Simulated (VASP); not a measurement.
# Fe (P6_3/mmc) in VASP: a series of runs

The runs below take Fe through relaxation of cell and atoms, single point, with LDA, PBE.

All numbers are computed with VASP 6.6.1; they aren't measurements. Logs are shortened: lines on timing, memory, paths and dates and some standing lists are left out, and cuts for length are marked.

## (1) The cell of the first run

Symmetry: P6_3/mmc, No. 194, hexagonal system. The conventional cell has a = 2.434 Å, b = 2.434 Å, c = 3.842 Å, α = 90.00°, β = 90.00°, γ = 120.00°. Fe (site symmetry -6m2) has 12 Fe at 2.38 to 2.43 Å within 3.1 Å.

## (2) Relaxation of cell and atoms, LDA, collinear spin, ferromagnetic start

Input file INCAR:

```
SYSTEM = Fe
PREC = Accurate
ENCUT = 600
EDIFF = 1E-6
ISMEAR = -1
SIGMA = 0.05
LREAL = .False.
LASPH = .True.
NELM = 150
ALGO = Normal
ISIF = 3
LWAVE = .False.
LCHARG = .False.
ISPIN = 2
MAGMOM = 3 3
LORBIT = 11
LMAXMIX = 4
GGA = CA
IBRION = 2
NSW = 80
EDIFFG = -0.01
```

Input file KPOINTS:

```
Automatic mesh
0
Gamma
  12 12 7
  0 0 0
```

Input file POSCAR:

```
Fe
1.0
    2.4341575853      0.0000000000      0.0000000000
   -1.2170787927      2.1080423057      0.0000000000
    0.0000000000      0.0000000000      3.8419344700
Fe
2
Direct
    0.6666666667      0.3333333333      0.7500000000
    0.3333333333      0.6666666667      0.2500000000
```

Potentials or basis: VASP PAW LDA potentials, release 64 (Fe).

Run with:

```sh
> cat potpaw_LDA.64/Fe/POTCAR > POTCAR
> mpirun -np 1 vasp_std > vasp.out
```

OUTCAR:

```text
SYSTEM = Fe
   PREC = Accurate
   ENCUT = 600
   EDIFF = 1E-6
   ISMEAR = -1
   LREAL = .False.
   LASPH = .True.
   NELM = 150
   ISIF = 3
   ISPIN = 2
   LORBIT = 11
   GGA = CA
   IBRION = 2
   NSW = 80
   EDIFFG = -0.01

 ion  position               nearest neighbor table
   1  0.667  0.333  0.750-   2 2.38   2 2.38   2 2.38   2 2.38   2 2.38   2 2.38
   2  0.333  0.667  0.250-   1 2.38   1 2.38   1 2.38   1 2.38   1 2.38   1 2.38

  LATTYP: Found a hexagonal cell.
 ALAT       =     2.4341575853
 C/A-ratio  =     1.5783425417

  Lattice vectors:

 A1 = (   2.4341575853,   0.0000000000,   0.0000000000)
 A2 = (  -1.2170787927,   2.1080423057,   0.0000000000)
 A3 = (   0.0000000000,   0.0000000000,   3.8419344700)

Analysis of symmetry for initial positions (statically):
=====================================================================
 Subroutine PRICEL returns:
 Original cell was already a primitive cell.

 Routine SETGRP: Setting up the symmetry group for a
 hexagonal supercell.

 Subroutine GETGRP returns: Found 24 space group operations
 (whereof 12 operations were pure point group operations)
 out of a pool of 24 trial point group operations.

The static configuration has the point symmetry D_3d.
 The point group associated with its full space group is D_6h.

Analysis of symmetry for dynamics (positions and initial velocities):
=====================================================================
 Subroutine PRICEL returns:
 Original cell was already a primitive cell.

 Routine SETGRP: Setting up the symmetry group for a
 hexagonal supercell.

 Subroutine GETGRP returns: Found 24 space group operations
 (whereof 12 operations were pure point group operations)
 out of a pool of 24 trial point group operations.

The dynamic configuration has the point symmetry D_3d.
 The point group associated with its full space group is D_6h.

Analysis of structural, dynamic, and magnetic symmetry:
=====================================================================
 Subroutine PRICEL returns:
 Original cell was already a primitive cell.

 Routine SETGRP: Setting up the symmetry group for a
 hexagonal supercell.

 Subroutine GETGRP returns: Found 24 space group operations
 (whereof 12 operations were pure point group operations)
 out of a pool of 24 trial point group operations.

The overall configuration has the point symmetry D_3d.
 The point group associated with its full space group is D_6h.

 Subroutine INISYM returns: Found 24 space group operations
 (whereof 12 operations are pure point group operations),
 and found     1 'primitive' translations

[... 123 lines left out ...]
   LEPSILON=     F    determine dielectric tensor
   LRPA    =     F    only Hartree local field effects (RPA)
 conjugate gradient relaxation of ions
 spin polarized calculation
  energy-cutoff  :      600.00
  volume of cell :       19.71
 maximum number of plane-waves:       687
 NGX is ok and might be reduce to    20
   NGX =  9   NGY =  9   NGZ = 15

--------------------------------------- Ionic step        1  -------------------------------------------

 number of electron      15.9999994 magnetization      -0.0018364

 number of electron      15.9999994 magnetization       0.0018775

 Free energy of the ion-electron system (eV)
  ---------------------------------------------------
  ext. energy  EPLUGINS =         0.00000000
  ---------------------------------------------------
  free energy    TOTEN  =       -18.81400563 eV

  energy without entropy =      -18.79478658  energy(sigma->0) =      -18.80439611

------------------------ aborting loop because EDIFF is reached ----------------------------------------

  FORCE on cell =-STRESS in cart. coord.  units (eV):
  Direction    XX          YY          ZZ          XY          YZ          ZX
  --------------------------------------------------------------------------------------
  -------------------------------------------------------------------------------------
  Total       -1.3777256     -1.3777256     -1.2574016      0.0000000      0.0000000      0.0000000
  in kB     -111.9683707   -111.9683707   -102.1895824      0.0000000      0.0000000      0.0000000
  external PRESSURE =    -108.7087746 kB  Pullay stress =       0.0000000 kB
[... 291 lines left out ...]
 number of electron      15.9999999 magnetization      -0.0000028

 number of electron      15.9999999 magnetization       0.0000036

 Free energy of the ion-electron system (eV)
  ---------------------------------------------------
  ext. energy  EPLUGINS =         0.00000000
  ---------------------------------------------------
  free energy    TOTEN  =       -18.83673965 eV

  energy without entropy =      -18.81851513  energy(sigma->0) =      -18.82762739

 E-fermi :   7.5887     XC(G=0): -14.4647

 val. band max:        7.5815215686   @ k =   0.3333   0.2500   0.2857
 cond. band min:       7.6201153135   @ k =   0.3333   0.1667   0.2857
 fundamental gap:      0.0385937449
 Fermi energy:         7.5886588220

 spin component 1

 k-point     1 :       0.0000    0.0000    0.0000
  band No.  band energies     occupation
      1      -1.6892      1.00000
      2       2.2031      1.00000
      3       5.7248      1.00000
      4       5.7248      1.00000
      5       5.8558      1.00000
      6       6.2416      1.00000
      7       6.2416      1.00000
      8       6.6354      1.00000
      9       6.6354      1.00000
     10       8.1797      0.00001
     11       8.3548      0.00000
     12       8.3548      0.00000
     13      17.0314      0.00000
     14      30.1121      0.00000
[... 403 lines left out ...]
      4       4.6353      1.00000
      5       5.7616      1.00000
      6       5.8133      1.00000
      7       6.4351      1.00000
      8       7.7632      0.02955
      9       7.8644      0.00401
     10       7.9699      0.00049
     11       8.6361      0.00000
     12      13.9096      0.00000
     13      18.6256      0.00000
     14      20.4403      0.00000
     15      25.4283      0.00000

 [... further k-points ...]

 spin component 2

 k-point     1 :       0.0000    0.0000    0.0000
  band No.  band energies     occupation
      1      -1.6892      1.00000
      2       2.2031      1.00000
      3       5.7248      1.00000
      4       5.7248      1.00000
      5       5.8558      1.00000
      6       6.2416      1.00000
      7       6.2416      1.00000
      8       6.6354      1.00000
      9       6.6354      1.00000
     10       8.1797      0.00001
     11       8.3548      0.00000
     12       8.3548      0.00000
     13      17.0314      0.00000
     14      30.1121      0.00000
[... 444 lines left out ...]
  FREE ENERGIE OF THE ION-ELECTRON SYSTEM (eV)
  ---------------------------------------------------
  free  energy   TOTEN  =       -18.8367396495 eV

  energy  without entropy=      -18.8185151258  energy(sigma->0) =      -18.82762739

 reached required accuracy - stopping structural energy minimisation

 total charge

# of ion       s       p       d       tot
------------------------------------------
    1        0.571   0.701   6.427   7.699
    2        0.571   0.701   6.427   7.699
--------------------------------------------------
tot          1.142   1.403  12.854  15.398

 magnetization (x)

# of ion       s       p       d       tot
------------------------------------------
    1       -0.000  -0.000  -0.000  -0.000
    2       -0.000  -0.000  -0.000  -0.000
--------------------------------------------------
tot         -0.000  -0.000  -0.000  -0.000
```

CONTCAR:

```text
Fe
   1.00000000000000
     2.4045199273846443    0.0000000000007026   -0.0000000000000000
    -1.2022599637411049    2.0823753410357080    0.0000000000000000
     0.0000000000000000    0.0000000000000000    3.8073120833939558
  Fe
     2
Direct
     0.6666666667000030    0.3333333332999970    0.7500000000000000
     0.3333333332999970    0.6666666667000030    0.2500000000000000

  0.00000000E+00  0.00000000E+00  0.00000000E+00
  0.00000000E+00  0.00000000E+00  0.00000000E+00
```

Run time: 78 s. Hardware: 1 thread of Intel Xeon 6975P-C (Granite Rapids), shared host; peak memory 0.16 GiB.

Results:

```yaml
Free_energy: -18.8367 eV
Relaxed_volume: 9.53 Å³/atom
Relaxed_cell: a = 2.405 Å, b = 2.405 Å, c = 3.807 Å, α = 90.00°, β = 90.00°, γ = 120.00°
Space_group_after_relaxing_to_0.05_Å: P6_3/mmc (No. 194)
Energy_gained_by_relaxing: 11.4 meV/atom
Ionic_steps: 9
Pressure_after_relaxing: 0.0 GPa
Band_gap_on_the_k_mesh: zero (filled and empty bands overlap)
Net_moment: 0.00 μB per cell
Valence_electrons_inside_the_program's_atomic_spheres: Fe 7.70
```

The path:
```csv
step,energy change (eV),largest force (eV/Å),pressure (GPa),volume (Å³)
1,0.0000,0.0000,-10.87,19.71
2,0.0699,0.0000,26.30,17.87
3,-0.0226,0.0000,-0.24,19.08
4,-0.0226,0.0000,0.00,19.07
5,-0.0226,0.0000,0.24,19.05
6,-0.0227,0.0000,0.21,19.05
7,-0.0227,0.0000,0.21,19.05
8,-0.0227,0.0000,-0.32,19.08
9,-0.0227,0.0000,0.02,19.06
```

Final structure:
```
CELL_PARAMETERS angstrom
2.40452 0.00000 0.00000
-1.20226 2.08238 0.00000
0.00000 0.00000 3.80731
ATOMIC_POSITIONS crystal
Fe 0.66667 0.33333 0.75000
Fe 0.33333 0.66667 0.25000
```

Caveat: the starting moments collapsed, and a magnetic state may lie lower.

## (3) Single point, PBE, collinear spin, ferromagnetic start

Input file INCAR:

```
SYSTEM = Fe
ALGO = Normal ; EDIFF = 1E-6
ENCUT = 600 ; GGA = PE
GGA_COMPAT = .FALSE. ; ISIF = 2
ISMEAR = 0 ; ISPIN = 2
LASPH = .TRUE. ; LCHARG = .TRUE.
LELF = .TRUE. ; LMAXMIX = 4
LORBIT = 11 ; LREAL = .FALSE.
LVHAR = .TRUE. ; LWAVE = .FALSE.
MAGMOM = 3 3 ; NBANDS = 19
NELM = 200 ; PREC = Accurate
SIGMA = 0.013000000000000001
```

Input file KPOINTS:

```
k-points
0
G
  12 12 7
  0 0 0
```

POSCAR is that of step 2.

Potentials or basis: VASP PAW PBE potentials, release 64 (Fe).

Run with:

```sh
> cat potpaw_PBE.64/Fe/POTCAR > POTCAR
> mpirun -np 1 vasp_std > vasp.out
```

OUTCAR:

```text
SYSTEM = Fe
   EDIFF = 1E-6
   ENCUT = 600
   GGA = PE
   ISIF = 2
   ISMEAR = 0
   ISPIN = 2
   LASPH = .TRUE.
   LORBIT = 11
   LREAL = .FALSE.
   NELM = 200
   PREC = Accurate

 ion  position               nearest neighbor table
   1  0.667  0.333  0.750-   2 2.38   2 2.38   2 2.38   2 2.38   2 2.38   2 2.38
   2  0.333  0.667  0.250-   1 2.38   1 2.38   1 2.38   1 2.38   1 2.38   1 2.38

  LATTYP: Found a hexagonal cell.
 ALAT       =     2.4341575853
 C/A-ratio  =     1.5783425417

  Lattice vectors:

 A1 = (   2.4341575853,   0.0000000000,   0.0000000000)
 A2 = (  -1.2170787927,   2.1080423057,   0.0000000000)
[... 1275 lines left out ...]
 VOLUME and BASIS-vectors are now :
 -----------------------------------------------------------------------------
  energy-cutoff  :      600.00
  volume of cell :       19.71
      direct lattice vectors                 reciprocal lattice vectors
     2.434157585  0.000000000  0.000000000     0.410819746  0.237186891  0.000000000
    -1.217078793  2.108042306  0.000000000     0.000000000  0.474373781  0.000000000
     0.000000000  0.000000000  3.841934470     0.000000000  0.000000000  0.260285543

 POSITION                                       TOTAL-FORCE (eV/Angst)
 -----------------------------------------------------------------------------------
      1.21708      0.70268      2.88145        -0.000000      0.000000      0.000000
     -0.00000      1.40536      0.96048         0.000000     -0.000000      0.000000
 -----------------------------------------------------------------------------------
    total drift:                                0.000000     -0.000000     -0.000000

  FREE ENERGIE OF THE ION-ELECTRON SYSTEM (eV)
  ---------------------------------------------------
  free  energy   TOTEN  =       -16.2903231217 eV

  energy  without entropy=      -16.2900572111  energy(sigma->0) =      -16.29019017

 total charge

# of ion       s       p       d       tot
------------------------------------------
    1        0.553   0.670   6.377   7.600
    2        0.553   0.670   6.377   7.600
--------------------------------------------------
tot          1.106   1.340  12.754  15.199

 magnetization (x)

# of ion       s       p       d       tot
------------------------------------------
    1       -0.000   0.000   0.036   0.036
    2       -0.000   0.000   0.036   0.036
--------------------------------------------------
tot         -0.001   0.001   0.073   0.073
```

OSZICAR:

```text
N       E                     dE             d eps       ncg     rms          rms(c)
DAV:   1     0.846541572598E+02    0.84654E+02   -0.78299E+03  6080   0.125E+03
DAV:   2    -0.133070164831E+02   -0.97961E+02   -0.87177E+02  5827   0.220E+02
DAV:   3    -0.172838782467E+02   -0.39769E+01   -0.37870E+01  6399   0.557E+01
DAV:   4    -0.173152802253E+02   -0.31402E-01   -0.31383E-01  6456   0.467E+00
DAV:   5    -0.173155862305E+02   -0.30601E-03   -0.30599E-03  6487   0.430E-01    0.210E+01
DAV:   6    -0.161791964365E+02    0.11364E+01   -0.57093E+00  6263   0.517E+01    0.274E+00
DAV:   7    -0.162485767670E+02   -0.69380E-01   -0.32173E-01  7255   0.943E+00    0.359E+00
DAV:   8    -0.162619220398E+02   -0.13345E-01   -0.50400E-03  7113   0.118E+00    0.228E+00
DAV:   9    -0.162908639949E+02   -0.28942E-01   -0.15376E-02  8134   0.244E+00    0.710E-01
DAV:  10    -0.162904428982E+02    0.42110E-03   -0.28323E-03  8051   0.686E-01    0.147E-01
DAV:  11    -0.162903127674E+02    0.13013E-03   -0.23133E-04  8362   0.256E-01    0.197E-01
DAV:  12    -0.162903163506E+02   -0.35832E-05   -0.74811E-05  7998   0.187E-01    0.261E-02
DAV:  13    -0.162903209455E+02   -0.45949E-05   -0.65012E-06  6641   0.308E-02    0.159E-02
DAV:  14    -0.162903228590E+02   -0.19135E-05   -0.39655E-07  3543   0.136E-02    0.943E-03
DAV:  15    -0.162903231217E+02   -0.26276E-06   -0.33504E-07  3249   0.775E-03
   1 F= -.16290323E+02 E0= -.16290190E+02  d E =-.265911E-03  mag=     0.0759
```

stdout:

```text
POSCAR found type information on POSCAR Fe
 POSCAR found :  1 types and       2 ions
 scaLAPACK will be used
 LDA part: xc-table for (Slater+PW92), standard interpolation
 POSCAR, INCAR and KPOINTS ok, starting setup
 FFT: planning ... GRIDC
 FFT: planning ... GRID_SOFT
 FFT: planning ... GRID
 WAVECAR not read
 entering main loop
```

Run time: 2 min. Hardware: 1 thread of Intel Xeon 8259CL, shared host; peak memory 0.18 GiB.

Results:

```yaml
Free_energy: -16.2903 eV
Pressure: 9.7 GPa
Net_moment: 0.07 μB per cell
Site_moments: Fe +0.04 μB
Valence_electrons_inside_the_program's_atomic_spheres: Fe 7.60
```

Stress tensor (GPa, compression positive):
```
 8.96  0.00  0.00
 0.00  8.96  0.00
 0.00  0.00 11.07
```

Caveat: the starting moments collapsed, and a magnetic state may lie lower.

## (4) Single point, PBE, collinear spin, ferromagnetic start

Input file INCAR:

```
ALGO     = Normal         # electronic algorithm
EDIFF    = 1E-6           # SCF threshold, eV
ENCUT    = 600            # plane-wave cutoff, eV
GGA      = PE             # functional
GGA_COMPAT= False        
ISIF     = 2              # what is computed and relaxed
ISMEAR   = 0              # smearing method
ISPIN    = 2              # spin polarisation
LASPH    = True           # aspherical terms in the spheres
LCHARG   = False          # write CHGCAR
LMAXMIX  = 4              # l up to which the mixer works
LORBIT   = 11             # projections on sites
LREAL    = False          # projectors in reciprocal space
LWAVE    = False          # write WAVECAR
MAGMOM   = 3 3            # initial moments
NBANDS   = 19             # bands
NELM     = 200            # most SCF steps
PREC     = Accurate       # precision mode
SIGMA    = 0.020999999999999998 # smearing width, eV
```

Input file KPOINTS:

```
k-points
0
Gamma
  12 12 7
```

POSCAR is that of step 3.

Run with:

```sh
> cat potpaw_PBE.64/Fe/POTCAR > POTCAR
> mpirun -np 1 vasp_std > vasp.out
```

Run time: 2.2 min. Hardware: 1 thread of Intel Xeon 8259CL, shared host; peak memory 0.18 GiB.

It converged, with:

```
Free energy                                           : -16.2906 eV
Pressure                                              : 9.6 GPa
Band gap on the k mesh                                : zero (filled and empty bands overlap)
Net moment                                            : 0.03 μB per cell
Valence electrons inside the program's atomic spheres : Fe 7.60
```

Stress tensor (GPa, compression positive):
```
 8.80  0.00  0.00
 0.00  8.80  0.00
 0.00  0.00 11.20
```

Levels at points of the mesh, in eV from the Fermi level:
Spin up:
| k point | band 4 | band 5 | band 6 | band 7 | band 8 | band 9 | band 10 | band 11 | band 12 | band 13 |
| --- | --- | --- | --- | --- | --- | --- | --- | --- | --- | --- |
| (0.00, 0.00, 0.00) | -1.78 | -1.63 | -1.29 | -1.29 | -0.94 | -0.94 | 0.53 | 0.69 | 0.69 | 9.09 |
| (0.50, 0.00, 0.00) | -2.17 | -2.11 | -1.63 | -1.15 | 0.80 | 1.04 | 1.08 | 2.74 | 4.97 | 11.56 |
Spin down:
| k point | band 5 | band 6 | band 7 | band 8 | band 9 | band 10 | band 11 | band 12 |
| --- | --- | --- | --- | --- | --- | --- | --- | --- |
| (0.00, 0.00, 0.00) | -1.62 | -1.28 | -1.28 | -0.92 | -0.92 | 0.53 | 0.72 | 0.72 |
| (0.50, 0.00, 0.00) | -2.09 | -1.61 | -1.14 | 0.82 | 1.06 | 1.11 | 2.75 | 4.98 |

Caveat: the starting moments collapsed, and a magnetic state may lie lower.
